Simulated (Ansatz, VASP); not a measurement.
## MgO2: VASP beside Ansatz

File POSCAR:

```
MgO2
1.0
    1.7331418973      1.0006299410      3.7734971849
   -1.7331418973      1.0006299410      3.7734971849
    0.0000000000     -2.0012598819      3.7734971849
Mg O
1 2
Direct
    0.0000000000      0.0000000000      0.0000000000
    0.4287860000      0.4287860000      0.4287860000
    0.5712140000      0.5712140000      0.5712140000
```

The input INCAR.step1:

```
SYSTEM = MgO2
PREC     = Accurate       ! precision mode
ENCUT    = 520            ! plane-wave cutoff, eV
ISMEAR   = 0              ! smearing method
SIGMA    = 0.05           ! smearing width, eV
LREAL    = .FALSE.        ! projectors in reciprocal space
LASPH    = .TRUE.         ! aspherical terms in the spheres
NELM     = 60             ! most SCF steps
NBANDS   = 14             ! bands
GGA      = PE             ! functional
ALGO     = Normal         ! electronic algorithm
EDIFF    = 1E-4           ! SCF threshold, eV
LWAVE    = .TRUE.         ! write WAVECAR
LCHARG   = .FALSE.        ! write CHGCAR
```

INCAR.step2

```
SYSTEM = MgO2
PREC     = Accurate       ! precision mode
ENCUT    = 520            ! plane-wave cutoff, eV
EDIFF    = 1E-6           ! SCF threshold, eV
ISMEAR   = 0              ! smearing method
SIGMA    = 0.05           ! smearing width, eV
LREAL    = .FALSE.        ! projectors in reciprocal space
LASPH    = .TRUE.         ! aspherical terms in the spheres
NELM     = 60             ! most SCF steps
ALGO     = Normal         ! electronic algorithm
ISIF     = 2              ! what is computed and relaxed
LWAVE    = .FALSE.        ! write WAVECAR
LCHARG   = .TRUE.         ! write CHGCAR
METAGGA  = R2SCAN         ! meta-GGA
LMIXTAU  = .TRUE.       
LELF     = .TRUE.         ! ELF
LVHAR    = .TRUE.       
NBANDS   = 14             ! bands
ISTART   = 1
```

File KPOINTS:

```
Automatic mesh
0
G
  12 12 12
  0 0 0
```

Input for Ansatz:

```yaml
crystal:
  lattice:
    - [1.7331418973, 1.000629941, 3.7734971849]
    - [-1.7331418973, 1.000629941, 3.7734971849]
    - [0.0, -2.0012598819, 3.7734971849]
  atoms:
    - { symbol: Mg, position: [0.0, 0.0, 0.0] }
    - { symbol: O, position: [0.428786, 0.428786, 0.428786] }
    - { symbol: O, position: [0.571214, 0.571214, 0.571214] }
basis:
  ecutwfc: 500
kpoints:
  mp_grid: { grid: [12, 12, 12] }
hamiltonian:
  xc: r2scan
scf:
  occupations: { method: gaussian, width: 0.05 }
output:
  forces: true
  stress: true
  eigenvalues: true
```

Change from the starting cell: strain +0.080 along x and y, +0.080 along z, atoms carried along.

Alike in both runs: task single point; functional r2SCAN; k mesh 12 × 12 × 12; occupations gaussian, width 0.05 eV; no spin polarisation.

|  | VASP | Ansatz |
| --- | --- | --- |
| version | VASP 6.6.1 | Ansatz 0.2.0 |
| potentials or method | VASP PAW PBE potentials, release 64 (Mg, O), cutoff 520 eV | scalar-relativistic, plane waves, PAW |
| valence electrons in the cell | 14 | 22 |

VASP gave:

```
gap on the k mesh at the Fermi level (eV)                     : 1.70
least direct gap on the mesh (eV)                             : 1.70
pressure (GPa)                                                : -23.0
traceless stress, the component that is largest in VASP (GPa) : -8.11
rms of the force components (eV/Å)                            : 0.409
```

Task: Which values does Ansatz return?

Result: gap on the k mesh at the Fermi level (eV): 1.73; least direct gap on the mesh (eV): 1.73; pressure (GPa): -22.6; traceless stress, the component that is largest in VASP (GPa): -8.70; rms of the force components (eV/Å): 0.466.

VASP's potentials were made for PBE, not for r2SCAN. Atom by atom the forces differ by 0.058 eV/Å (rms over components). VASP's potentials hold 14 valence electrons a cell and Ansatz's 22, so a difference there can come from the potentials and not from the codes.
